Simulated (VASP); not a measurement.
Wanted: the native input for a VASP 6.6.1 run.

```yaml
Task: single point
Functional: LDA
Potentials_or_basis: VASP PAW LDA potentials, release 64 (Pd)
Cutoff: 500 eV
k_mesh: 8 × 8 × 8
Occupations: fermi-dirac, width 0.1 eV
Spin: no spin polarisation
Dipole_correction: no
Further_INCAR_settings: ALGO = Normal; EDIFF = 1e-06; NBANDS = 11
```

The structure of Pd lies in POSCAR:

```
Pd
1.0
    0.0000000000      1.9229446973      1.9229446973
    1.9229446973      0.0000000000      1.9229446973
    1.9229446973      1.9229446973      0.0000000000
Pd
1
Direct
    0.0000000000      0.0000000000      0.0000000000
```

One way to write it, as run:

INCAR

```
SYSTEM = Pd
PREC     = Accurate       ! precision mode
ENCUT    = 500            ! plane-wave cutoff, eV
EDIFF    = 1E-6           ! SCF threshold, eV
ISMEAR   = -1             ! smearing method
SIGMA    = 0.1            ! smearing width, eV
LREAL    = .False.        ! projectors in reciprocal space
LASPH    = .True.         ! aspherical terms in the spheres
NELM     = 120            ! most SCF steps
ALGO     = Normal         ! electronic algorithm
ISIF     = 2              ! what is computed and relaxed
LWAVE    = .False.        ! write WAVECAR
LCHARG   = .False.        ! write CHGCAR
GGA      = CA             ! functional
NBANDS   = 11             ! bands
GGA_COMPAT= .False.
```

KPOINTS

```
regular mesh
0
Gamma
  8 8 8
  0 0 0
```

Potentials or basis: VASP PAW LDA potentials, release 64 (Pd).

Launch:

```console
$ cat potpaw_LDA.64/Pd/POTCAR > POTCAR
$ mpirun -np 1 vasp_std > vasp.out
```

Results of the run:

```yaml
Pressure: 0.3 GPa
Band_gap_on_the_k_mesh: zero (band 5 reaches 10.58 eV, above the bottom of band 6 at 8.88 eV)
```

Run time: 5.4 s on 1 thread of Intel(R) Xeon(R) Platinum 8259CL CPU @ 2.50GHz (Skylake/Cascade Lake) (shared host), peak memory 0.12 GiB.
